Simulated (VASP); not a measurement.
# AlFe (Pm-3m) in VASP: further runs

The runs below take AlFe through single point, relaxation of cell and atoms, with PBEsol.

All numbers are computed with VASP 6.6.1; they aren't measurements. Logs are shortened: lines on timing, memory, paths and dates and some standing lists are left out, and cuts for length are marked.

### 1 The cell of the first run

It takes space group Pm-3m (No. 221, cubic). Conventional cell: a = 2.845 Å, b = 2.845 Å, c = 2.845 Å, α = 90.00°, β = 90.00°, γ = 90.00°. Within 3.3 Å of Al (site symmetry m-3m) lie 8 Fe at 2.46 Å and 6 Al at 2.85 Å. Fe (site symmetry m-3m) has 8 Al at 2.46 Å and 6 Fe at 2.85 Å within 3.3 Å.

### 2 Single point, PBEsol, collinear spin, ferromagnetic start

INCAR reads:

```
SYSTEM = AlFe
PREC = Accurate ; ENCUT = 520
EDIFF = 1E-7 ; ISMEAR = 0
SIGMA = 0.1 ; LREAL = .FALSE.
LASPH = .TRUE. ; NELM = 150
ALGO = Fast ; ISIF = 2
LWAVE = .FALSE. ; LCHARG = .FALSE.
ISPIN = 2 ; MAGMOM = 0 0.77
LORBIT = 11 ; LMAXMIX = 4
GGA = PS ; NBANDS = 16
```

KPOINTS reads:

```
regular mesh
0
G
  14 14 14
  0 0 0
```

POSCAR reads:

```
AlFe
1.0
    2.8451057390      0.0000000000      0.0000000000
    0.0000000000      2.8451057390      0.0000000000
    0.0000000000      0.0000000000      2.8451057390
Al Fe
1 1
Direct
    0.0000000000      0.0000000000      0.0000000000
    0.5000000000      0.5000000000      0.5000000000
```

Potentials or basis: VASP PAW PBE potentials, release 64 (Al, Fe).

Run with:

```console
$ cat potpaw_PBE.64/Al/POTCAR potpaw_PBE.64/Fe/POTCAR > POTCAR
$ mpirun -np 1 vasp_std > vasp.out
```

OUTCAR:

```text
SYSTEM = AlFe
   PREC = Accurate
   ENCUT = 520
   EDIFF = 1E-7
   ISMEAR = 0
   LREAL = .FALSE.
   LASPH = .TRUE.
   NELM = 150
   ISIF = 2
   ISPIN = 2
   LORBIT = 11
   GGA = PS

 ion  position               nearest neighbor table
   1  0.000  0.000  0.000-   2 2.46   2 2.46   2 2.46   2 2.46   2 2.46   2 2.46   2 2.46   2 2.46

   2  0.500  0.500  0.500-   1 2.46   1 2.46   1 2.46   1 2.46   1 2.46   1 2.46   1 2.46   1 2.46

  LATTYP: Found a simple cubic cell.
 ALAT       =     2.8451057390

  Lattice vectors:

 A1 = (   2.8451057390,   0.0000000000,   0.0000000000)
 A2 = (   0.0000000000,   2.8451057390,   0.0000000000)
 A3 = (   0.0000000000,   0.0000000000,   2.8451057390)

Analysis of symmetry for initial positions (statically):
=====================================================================
 Subroutine PRICEL returns:
 Original cell was already a primitive cell.

 Routine SETGRP: Setting up the symmetry group for a
 simple cubic supercell.

 Subroutine GETGRP returns: Found 48 space group operations
 (whereof 48 operations were pure point group operations)
 out of a pool of 48 trial point group operations.

The static configuration has the point symmetry O_h .

Analysis of symmetry for dynamics (positions and initial velocities):
=====================================================================
 Subroutine PRICEL returns:
 Original cell was already a primitive cell.

 Routine SETGRP: Setting up the symmetry group for a
 simple cubic supercell.

 Subroutine GETGRP returns: Found 48 space group operations
 (whereof 48 operations were pure point group operations)
 out of a pool of 48 trial point group operations.

The dynamic configuration has the point symmetry O_h .

Analysis of structural, dynamic, and magnetic symmetry:
=====================================================================
 Subroutine PRICEL returns:
 Original cell was already a primitive cell.

 Routine SETGRP: Setting up the symmetry group for a
 simple cubic supercell.

 Subroutine GETGRP returns: Found 48 space group operations
 (whereof 48 operations were pure point group operations)
 out of a pool of 48 trial point group operations.

The overall configuration has the point symmetry O_h .

 Subroutine INISYM returns: Found 48 space group operations
 (whereof 48 operations are pure point group operations),
 and found     1 'primitive' translations

----------------------------------------------------------------------------------------

[... 113 lines left out ...]
  volume/ion in A,a.u.               =      11.52        77.71
  Fermi-wavevector in a.u.,A,eV,Ry     =   1.279697  2.418278 22.281249  1.637626
  Thomas-Fermi vector in A             =   2.412168
   LORBIT       =     11    0 simple, 1 ext, 2 COOP (PROOUT), +10 PAW based schemes
   GGA     = PS    functional components
   LHFCALC =     F    Hartree Fock is set to
   AEXX    =    0.0000 exact exchange contribution
   IVDW    =     0    specifies the selected vdW correction
   LEPSILON=     F    determine dielectric tensor
   LRPA    =     F    only Hartree local field effects (RPA)
 spin polarized calculation
 RMM-DIIS sequential band-by-band and
 Gauss-broadening in eV      SIGMA  =   0.10
  energy-cutoff  :      520.00
  volume of cell :       23.03
 maximum number of plane-waves:       639
 NGX is ok and might be reduce to    24
   NGX = 11   NGY = 11   NGZ = 11

 number of electron      11.0000003 magnetization       0.6571303

 Free energy of the ion-electron system (eV)
  ---------------------------------------------------
  ext. energy  EPLUGINS =         0.00000000
  ---------------------------------------------------
  free energy    TOTEN  =       -13.73588181 eV

  energy without entropy =      -13.72540164  energy(sigma->0) =      -13.73064173

 E-fermi :   8.2054     XC(G=0): -12.4060

 val. band max:        8.2019316017   @ k =   0.1429   0.1429   0.1429
 cond. band min:       8.2146696373   @ k =   0.4286   0.3571   0.3571
 fundamental gap:      0.0127380356
 Fermi energy:         8.2053893554

 spin component 1

 k-point     1 :       0.0000    0.0000    0.0000
  band No.  band energies     occupation
      1      -2.3681      1.00000
      2       5.5873      1.00000
      3       5.5873      1.00000
      4       7.8988      0.99999
      5       7.8988      0.99999
      6       7.8988      0.99999
[... 435 lines left out ...]
      5       7.1468      1.00000
      6       7.6224      1.00000
[... 8 lines left out ...]
     15      27.1442      0.00000
     16      30.1411      0.00000

 [... further k-points ...]

 spin component 2

 k-point     1 :       0.0000    0.0000    0.0000
  band No.  band energies     occupation
      1      -2.3453      1.00000
      2       5.9410      1.00000
      3       5.9410      1.00000
      4       8.6584      0.00000
      5       8.6584      0.00000
      6       8.6584      0.00000
[... 435 lines left out ...]
      5       7.8289      1.00000
      6       8.3537      0.01796
[... 8 lines left out ...]
     15      27.1962      0.00000
     16      30.1481      0.00000

 [... further k-points ...]
[... 5 lines left out ...]
  --------------------------------------------------------------------------------------
  -------------------------------------------------------------------------------------
  Total        0.0238621      0.0238621      0.0238621      0.0000000      0.0000000     -0.0000000
  in kB        1.6600614      1.6600614      1.6600614      0.0000000      0.0000000     -0.0000000
  external PRESSURE =       1.6600614 kB  Pullay stress =       0.0000000 kB

 VOLUME and BASIS-vectors are now :
 -----------------------------------------------------------------------------
  energy-cutoff  :      520.00
  volume of cell :       23.03
      direct lattice vectors                 reciprocal lattice vectors
     2.845105739  0.000000000  0.000000000     0.351480786  0.000000000  0.000000000
     0.000000000  2.845105739  0.000000000     0.000000000  0.351480786  0.000000000
     0.000000000  0.000000000  2.845105739     0.000000000  0.000000000  0.351480786

 POSITION                                       TOTAL-FORCE (eV/Angst)
 -----------------------------------------------------------------------------------
      0.00000      0.00000      0.00000         0.000000      0.000000      0.000000
      1.42255      1.42255      1.42255         0.000000      0.000000      0.000000
 -----------------------------------------------------------------------------------
    total drift:                                0.000000     -0.000000     -0.000000

  FREE ENERGIE OF THE ION-ELECTRON SYSTEM (eV)
  ---------------------------------------------------
  free  energy   TOTEN  =       -13.7358818148 eV

  energy  without entropy=      -13.7254016356  energy(sigma->0) =      -13.73064173

 total charge

# of ion       s       p       d       tot
------------------------------------------
    1        0.403   0.450   0.000   0.853
    2        0.447   0.528   6.520   7.494
--------------------------------------------------
tot          0.850   0.978   6.520   8.348

 magnetization (x)

# of ion       s       p       d       tot
------------------------------------------
    1       -0.007  -0.014   0.000  -0.021
    2       -0.001   0.007   0.682   0.688
--------------------------------------------------
tot         -0.008  -0.007   0.682   0.668
```

It took 65 s on 1 thread of AMD EPYC 9R45 (Zen 5), shared host; peak memory 0.17 GiB.

Results:

```
Free energy                                           : -13.7359 eV
Pressure                                              : 0.2 GPa
Net moment                                            : 0.66 μB per cell
Site moments                                          : Al -0.02; Fe +0.69 μB
Valence electrons inside the program's atomic spheres : Al 0.85; Fe 7.49
```

Caveat: the PAW data sets were made with another functional, which shifts forces and pressure a little.

### 3 Relaxation of cell and atoms, PBEsol, collinear spin, ferromagnetic start

This run uses another cell than the first one, of 11.87 Å³/atom.

INCAR reads:

```
PREC = Accurate
ENCUT = 600
EDIFF = 1E-7
ISMEAR = 0
SIGMA = 0.1
LREAL = False
LASPH = True
NELM = 150
ALGO = Normal
ISIF = 3
LWAVE = False
LCHARG = False
ISPIN = 2
MAGMOM = 0 0.77
LORBIT = 11
LMAXMIX = 4
GGA = PS
IBRION = 2
NSW = 70
EDIFFG = -0.005
```

KPOINTS reads:

```
regular mesh
0
Gamma
  14 14 14
```

POSCAR reads:

```
AlFe
1.0
    2.8743308634      0.0000000000      0.0000000000
    0.0000000000      2.8743308634      0.0000000000
    0.0000000000      0.0000000000      2.8743308634
Al Fe
1 1
Direct
    0.0000000000      0.0000000000      0.0000000000
    0.5000000000      0.5000000000      0.5000000000
```

Potentials or basis: VASP PAW PBE potentials, release 64 (Al, Fe).

Run with:

```console
$ cat potpaw_PBE.64/Al/POTCAR potpaw_PBE.64/Fe/POTCAR > POTCAR
$ mpirun -np 1 vasp_std > vasp.out
```

OUTCAR:

```text
PREC = Accurate
   ENCUT = 600
   EDIFF = 1E-7
   ISMEAR = 0
   LREAL = False
   LASPH = True
   NELM = 150
   ISIF = 3
   ISPIN = 2
   LORBIT = 11
   GGA = PS
   IBRION = 2
   NSW = 70
   EDIFFG = -0.005

 ion  position               nearest neighbor table
   1  0.000  0.000  0.000-   2 2.49   2 2.49   2 2.49   2 2.49   2 2.49   2 2.49   2 2.49   2 2.49

   2  0.500  0.500  0.500-   1 2.49   1 2.49   1 2.49   1 2.49   1 2.49   1 2.49   1 2.49   1 2.49

  LATTYP: Found a simple cubic cell.
 ALAT       =     2.8743308634

  Lattice vectors:

 A1 = (   2.8743308634,   0.0000000000,   0.0000000000)
 A2 = (   0.0000000000,   2.8743308634,   0.0000000000)
 A3 = (   0.0000000000,   0.0000000000,   2.8743308634)

Analysis of symmetry for initial positions (statically):
=====================================================================
 Subroutine PRICEL returns:
 Original cell was already a primitive cell.

 Routine SETGRP: Setting up the symmetry group for a
 simple cubic supercell.

 Subroutine GETGRP returns: Found 48 space group operations
 (whereof 48 operations were pure point group operations)
 out of a pool of 48 trial point group operations.

The static configuration has the point symmetry O_h .

Analysis of symmetry for dynamics (positions and initial velocities):
=====================================================================
 Subroutine PRICEL returns:
 Original cell was already a primitive cell.

[... 247 lines left out ...]
  ext. energy  EPLUGINS =         0.00000000
  ---------------------------------------------------
  free energy    TOTEN  =       -13.73591120 eV

  energy without entropy =      -13.72541500  energy(sigma->0) =      -13.73066310

 E-fermi :   8.1967     XC(G=0): -12.4021

 val. band max:        8.1933071490   @ k =   0.1429   0.1429   0.1429
 cond. band min:       8.2060204589   @ k =   0.4286   0.3571   0.3571
 fundamental gap:      0.0127133098
 Fermi energy:         8.1967123624

 spin component 1

 k-point     1 :       0.0000    0.0000    0.0000
  band No.  band energies     occupation
      1      -2.3722      1.00000
      2       5.5812      1.00000
      3       5.5812      1.00000
      4       7.8895      0.99999
      5       7.8895      0.99999
      6       7.8895      0.99999
      7      14.7398      0.00000
      8      14.7398      0.00000
      9      14.7398      0.00000
[... 265 lines left out ...]
 k-point    24 :       0.3571    0.2143    0.0000
  band No.  band energies     occupation
      1       0.7291      1.00000
      2       4.5482      1.00000
      3       6.0924      1.00000
      4       6.7981      1.00000
      5       7.1383      1.00000
      6       7.6134      1.00000
      7       9.6395      0.00000
      8      13.4458      0.00000
      9      17.2486      0.00000

 [... further k-points ...]

 spin component 2

 k-point     1 :       0.0000    0.0000    0.0000
  band No.  band energies     occupation
      1      -2.3495      1.00000
      2       5.9352      1.00000
      3       5.9352      1.00000
      4       8.6493      0.00000
      5       8.6493      0.00000
      6       8.6493      0.00000
      7      14.7818      0.00000
      8      14.7818      0.00000
      9      14.7818      0.00000
[... 305 lines left out ...]
  FREE ENERGIE OF THE ION-ELECTRON SYSTEM (eV)
  ---------------------------------------------------
  free  energy   TOTEN  =       -13.7359111974 eV

  energy  without entropy=      -13.7254149981  energy(sigma->0) =      -13.73066310

 reached required accuracy - stopping structural energy minimisation

 total charge

# of ion       s       p       d       tot
------------------------------------------
    1        0.403   0.450   0.000   0.853
    2        0.446   0.527   6.520   7.493
--------------------------------------------------
tot          0.849   0.977   6.520   8.346

 magnetization (x)

# of ion       s       p       d       tot
------------------------------------------
    1       -0.007  -0.014   0.000  -0.021
    2       -0.001   0.007   0.683   0.689
--------------------------------------------------
tot         -0.008  -0.007   0.683   0.668
```

CONTCAR:

```text
AlFe
   1.00000000000000
     2.8458717269116729    0.0000000000000000   -0.0000000000000000
     0.0000000000000000    2.8458717269116729    0.0000000000000000
     0.0000000000000000   -0.0000000000000000    2.8458717269116729
  Al              Fe
     1     1
Direct
     0.0000000000000000    0.0000000000000000    0.0000000000000000
     0.5000000000000000    0.5000000000000000    0.5000000000000000

  0.00000000E+00  0.00000000E+00  0.00000000E+00
  0.00000000E+00  0.00000000E+00  0.00000000E+00
```

Run time: 70 s. Hardware: 1 thread of AMD EPYC 9R45 (Zen 5), shared host; peak memory 0.17 GiB.

Results:

| Quantity | Value |
| --- | --- |
| Free energy | -13.7359 eV |
| Relaxed volume | 11.52 Å³/atom |
| Relaxed cell | a = 2.846 Å, b = 2.846 Å, c = 2.846 Å, α = 90.00°, β = 90.00°, γ = 90.00° |
| Space group after relaxing (to 0.1 Å) | Pm-3m (No. 221) |
| Energy gained by relaxing | 6.0 meV/atom |
| Ionic steps | 3 |
| Pressure after relaxing | 0.0 GPa |
| Net moment | 0.66 μB per cell |
| Site moments | Al -0.02; Fe +0.69 μB |
| Valence electrons inside the program's atomic spheres | Al 0.85; Fe 7.49 |

The path:
```
step  energy change (eV)  largest force (eV/Å)  pressure (GPa)  volume (Å³)
   1              0.0000                0.0000           -5.32        23.75
   2             -0.0013                0.0000            5.62        22.42
   3             -0.0120                0.0000           -0.01        23.05
```

Final structure:
```xyz
2
Lattice="2.8459 0.0000 0.0000 0.0000 2.8459 0.0000 0.0000 0.0000 2.8459" Properties=species:S:1:pos:R:3 pbc="T T T"
Al    0.0000    0.0000    0.0000
Fe    1.4229    1.4229    1.4229
```

Caveat: the PAW data sets were made with another functional, which shifts forces and pressure a little.
